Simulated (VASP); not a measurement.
Write the native input for VASP 6.6.1 that does the following.

| Property | Result |
| --- | --- |
| Task | single point |
| Functional | LDA |
| Potentials or basis | VASP PAW LDA potentials, release 64 (Cd, S) |
| Cutoff | 520 eV |
| k mesh | 8 × 8 × 8 |
| Occupations | gaussian, width 0.01 eV |
| Spin | no spin polarisation |
| Dipole correction | no |
| Further INCAR settings | ALGO = Normal; EDIFF = 1e-06; NBANDS = 16 |

The structure of CdS (Hawleyite) lies in POSCAR:

```
CdS
1.0
    2.8206970692      2.8206970692      0.0000000000
   -2.8206970692      2.8206970692      0.0000000000
    0.0000000000      2.8206970692      2.9626246994
Cd S
1 1
Direct
    0.0000000000      0.0000000000      0.0000000000
    0.7500000000      0.2500000000      0.5000000000
```

This cell differs from its parent crystal: in-plane strain -0.02, then relaxed in part.

One way to write it, as run:

INCAR

```
SYSTEM = CdS
PREC     = Accurate       ! precision mode
ENCUT    = 520            ! plane-wave cutoff, eV
EDIFF    = 1E-6           ! SCF threshold, eV
ISMEAR   = 0              ! smearing method
SIGMA    = 0.01           ! smearing width, eV
LREAL    = .False.        ! projectors in reciprocal space
LASPH    = .True.         ! aspherical terms in the spheres
NELM     = 80             ! most SCF steps
ALGO     = Normal         ! electronic algorithm
ISIF     = 2              ! what is computed and relaxed
LWAVE    = .False.        ! write WAVECAR
LCHARG   = .False.        ! write CHGCAR
GGA      = CA             ! functional
NBANDS   = 16             ! bands
```

KPOINTS

```
Automatic mesh
0
Gamma
  8 8 8
  0 0 0
```

Potentials or basis: VASP PAW LDA potentials, release 64 (Cd, S).

The run is started by

```console
$ cat potpaw_LDA.64/Cd/POTCAR potpaw_LDA.64/S/POTCAR > POTCAR
$ mpirun -np 1 vasp_std > vasp.out
```

It gave:

```json
{
 "Pressure": "1.3 GPa",
 "Band gap on the k mesh": "0.94 eV, direct"
}
```

Caveat: the cell differs from its parent crystal (in-plane strain -0.02, then relaxed in part).

It took 20 s on 1 thread of Intel(R) Xeon(R) Platinum 8559C (Emerald Rapids), with other jobs on the host, peak memory 0.17 GiB.
